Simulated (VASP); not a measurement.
Here is a VASP 6.6.1 calculation.

INCAR

```
SYSTEM = B
PREC     = Accurate       ! precision mode
ENCUT    = 520            ! plane-wave cutoff, eV
EDIFF    = 1E-7           ! SCF threshold, eV
ISMEAR   = 0              ! smearing method
SIGMA    = 0.1            ! smearing width, eV
LREAL    = .FALSE.        ! projectors in reciprocal space
LASPH    = .TRUE.         ! aspherical terms in the spheres
NELM     = 100            ! most SCF steps
ALGO     = Normal         ! electronic algorithm
ISIF     = 2              ! what is computed and relaxed
LWAVE    = .FALSE.        ! write WAVECAR
LCHARG   = .FALSE.        ! write CHGCAR
GGA      = PE             ! functional
NBANDS   = 12             ! bands
```

File KPOINTS:

```
regular mesh
0
G
  8 6 6
  0 0 0
```

POSCAR

```
B
1.0
    2.1036302399      0.0000000000      0.0000000000
    0.0000000000      2.6917960297      0.0000000000
    0.0000000000      0.0000000000      3.5507520324
B
3
Direct
    0.5000000000      0.5000000000      0.2390111488
    0.5000000000      0.5000000000      0.7609888512
    0.0000000000      0.0000000000      0.5000000000
```

Potentials or basis: VASP PAW PBE potentials, release 64 (B).

Command:

```sh
$ cat potpaw_PBE.64/B/POTCAR > POTCAR
$ mpirun -np 1 vasp_std > vasp.out
```

(1) Estimate the largest force.

(2) Predict the pressure.

## Answers

(1) 0.011 eV/Å.

(2) -0.1 GPa.

Caveat: the k points lie up to 0.39 Å⁻¹ apart.
